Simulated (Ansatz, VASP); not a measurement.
**TlCo2: VASP beside Ansatz**

```
CELL_PARAMETERS angstrom
4.16124 0.00000 0.00000
-2.08062 3.60374 0.00000
0.00000 0.00000 3.05708
ATOMIC_POSITIONS crystal
Tl 0.00000 0.00000 0.00000
Co 0.33333 0.66667 0.50000
Co 0.66667 0.33333 0.50000
```

Alike in both runs: functional PBE; k mesh 6 × 6 × 4; occupations gaussian, width 0.1 eV; collinear spin.

Ansatz relaxed the structure, and its values are those at the end. VASP's run is a single point on that final structure, the one shown.

|  | VASP | Ansatz |
| --- | --- | --- |
| version | VASP 6.6.1 | Ansatz 0.2.0 |
| potentials or method | VASP PAW PBE potentials, release 64 (Tl_d, Co), cutoff 520 eV | scalar-relativistic, plane waves, PAW |
| valence electrons in the cell | 31 | 47 |

VASP gave:

| Property | Result |
| --- | --- |
| gap on the k mesh at the Fermi level (eV) | none |
| pressure (GPa) | -0.2 |
| net moment per atom (μB) | 1.03 |
| size of the moment on the site where the two differ most (μB) | 1.58 |

Q: What did Ansatz give for the same quantities?

A: gap on the k mesh at the Fermi level (eV): none; pressure (GPa): 0.1; net moment per atom (μB): 1.04; size of the moment on the site where the two differ most (μB): 1.62.

Site moments also hang on the region over which each program counts them. A gap of «none» marks a metal or a gap that the smearing closes. VASP's potentials hold 31 valence electrons a cell and Ansatz's 47, so a difference there can come from the potentials and not from the codes.

The k mesh is coarse, so the values compare programs but aren't converged. Spin-orbit coupling is off throughout.
